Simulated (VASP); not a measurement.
A run of VASP 6.6.1:

The input INCAR:

```
SYSTEM = Al12Cl
PREC = Accurate ; ENCUT = 520
EDIFF = 1E-7 ; ISMEAR = 0
SIGMA = 0.1 ; LREAL = .False.
LASPH = .True. ; NELM = 100
ALGO = Normal ; ISIF = 2
LWAVE = .False. ; LCHARG = .True.
LDIPOL = .True. ; IDIPOL = 3
DIPOL = 0.5 0.5 0.325 ; GGA = PE
LELF = .True. ; LVHAR = .True.
LVACPOTAV = .True. ; NBANDS = 34
```

KPOINTS

```
regular mesh
0
Gamma
  5 5 1
  0 0 0
```

Contents of POSCAR:

```
Al12Cl
1.0
    5.7135165837      0.0000000000      0.0000000000
    0.0000000000      5.7135165837      0.0000000000
    0.0000000000      0.0000000000     19.6746954317
Al Cl
12 1
Direct
    0.2500000000      0.2500000000      0.2033068321
    0.2500000000      0.7500000000      0.2033068321
    0.7500000000      0.2500000000      0.2033068321
    0.7500000000      0.7500000000      0.2033068321
    0.0000000000      0.0000000000      0.3092728609
    0.0000000000      0.5000000000      0.3092728609
    0.5000000000      0.0000000000      0.3092728609
    0.5000000000      0.5000000000      0.3092728609
    0.2500000000      0.2500000000      0.4154928578
    0.2500000000      0.7500000000      0.4154928578
    0.7500000000      0.2500000000      0.4154928578
    0.7500000000      0.7500000000      0.4154928578
    0.5000000000      0.5000000000      0.5159591091
```

Potentials or basis: VASP PAW PBE potentials, release 64 (Al, Cl).

Run with:

```sh
$ cat potpaw_PBE.64/Al/POTCAR potpaw_PBE.64/Cl/POTCAR > POTCAR
$ mpirun -np 1 vasp_std > vasp.out
```

Hardware: 1 thread of Intel(R) Xeon(R) 6975P-C (Granite Rapids), on a shared host.

Task: Estimate the wall time of this run.

Result: Run time: 4.5 min on 1 thread of Intel(R) Xeon(R) 6975P-C (Granite Rapids), on a shared host, peak memory 0.57 GiB. Counts: scf iterations 27, k points 6.
